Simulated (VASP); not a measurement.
Ge: relaxation of the atoms with PBEsol

The system is Ge.

```
Ge
1.0
     0.00000    2.72435    2.90597
     2.72435    0.00000    2.90597
     2.72435    2.72435    0.00000
Ge
2
Direct
  0.00000 0.00000 0.00000
  0.25000 0.25000 0.25000
```

This cell differs from its parent crystal: strained cell.

```
Program                : VASP 6.6.1
Task                   : relaxation of the atoms
Functional             : PBEsol
Potentials or basis    : VASP PAW PBE potentials, release 64 (Ge_d)
Cutoff                 : 450 eV
k mesh                 : 12 × 12 × 12
Occupations            : gaussian, width 0.1 eV
Spin                   : no spin polarisation
Dipole correction      : no
Further INCAR settings : ALGO = Normal; EDIFF = 1e-07; IBRION = 2; EDIFFG = -0.002; NSW = 60
```

```yaml
Pressure_after_relaxing: 4.0 GPa
Band_gap_on_the_k_mesh: zero (filled and empty bands touch)
```

Stress tensor (GPa, compression positive):
```
5.81 0.00 0.00
0.00 5.81 0.00
0.00 0.00 0.45
```

Final structure:
```cif
data_structure
_symmetry_space_group_name_H-M 'P 1'
_symmetry_Int_Tables_number 1
_cell_length_a 3.9833
_cell_length_b 3.9833
_cell_length_c 3.8528
_cell_angle_alpha 61.078
_cell_angle_beta 61.078
_cell_angle_gamma 57.844
_cell_volume 43.14
loop_
_atom_site_label
_atom_site_type_symbol
_atom_site_fract_x
_atom_site_fract_y
_atom_site_fract_z
_atom_site_occupancy
Ge1 Ge 0.00000 0.00000 0.00000 1
Ge2 Ge 0.25000 0.25000 0.25000 1
```

Levels at points of the mesh, in eV from the Fermi level:
```tsv
k point	band 10	band 11	band 12	band 13	band 14	band 15	band 16	band 17	band 18
(0.00, 0.00, 0.00)	-24.67	-13.31	-0.51	0.04	0.04	0.26	2.33	2.33	2.64
(0.50, 0.00, 0.00)	-24.64	-11.09	-8.00	-1.94	-1.30	0.04	3.48	3.82	6.89
(0.50, 0.50, 0.00)	-24.62	-9.46	-9.46	-3.07	-3.07	0.83	0.83	9.70	9.70
(0.50, 0.00, 0.50)	-24.65	-9.11	-9.11	-3.54	-3.54	0.29	0.29	9.49	9.49
```

Run time: 2.3 min on 1 thread of AMD EPYC 7R13, on a shared host, peak memory 0.18 GiB.

Caveat: the cell differs from its parent crystal (strained cell); the relaxation stopped at its first step, so nothing moved; the PAW data sets were made with another functional, which shifts forces and pressure a little.
